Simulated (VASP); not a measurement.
Runs of VASP 6.6.1 on LiF (Griceite). The structure is that of space group Fm-3m (No. 225), or close to it. The cells are those of the table. 

| level | cell | k mesh | gap on the mesh (eV) |
| --- | --- | --- | --- |
| PBE | a = 2.821 Å, angles 60.0°, 2 atoms | 10 × 10 × 10 | 9.35 |
| r2SCAN | a = 2.764 Å, angles 60.0°, 2 atoms | 10 × 10 × 10 | 11.18 |
| r2SCAN | a = 2.793 Å, angles 60.0°, 2 atoms | 10 × 10 × 10 | (b) |
| PBE | a = 2.932 Å, angles 60.0°, 2 atoms | 8 × 8 × 8 | 8.35 |
| PBE | a = 2.847 Å, angles 60.0°, 2 atoms | 8 × 8 × 8 | 9.10 |
| PBE | a = 2.817 Å, angles 60.0°, 2 atoms | 8 × 8 × 8 | 9.39 |
| PBE | a = 2.876 Å, angles 60.0°, 2 atoms | 8 × 8 × 8 | 8.83 |
| r2SCAN | a = 2.849 Å, angles 60.0°, 2 atoms | 10 × 10 × 10 | (a) |
| r2SCAN | a = 2.877 Å, angles 60.0°, 2 atoms | 10 × 10 × 10 | 9.98 |
| r2SCAN | a = 2.821 Å, angles 60.0°, 2 atoms | 10 × 10 × 10 | 10.55 |
| PBE | a = 2.904 Å, angles 60.0°, 2 atoms | 8 × 8 × 8 | 8.59 |

Alike in all rows: task single point; potentials or basis VASP PAW PBE potentials, release 64 (Li_sv, F); no spin polarisation; cutoff (eV) 520; smearing gaussian 0.01 eV.

**Question.** Fill in the values left out.

**Answer.** (a) 10.26; (b) 10.85.

A k mesh can miss the band edges.
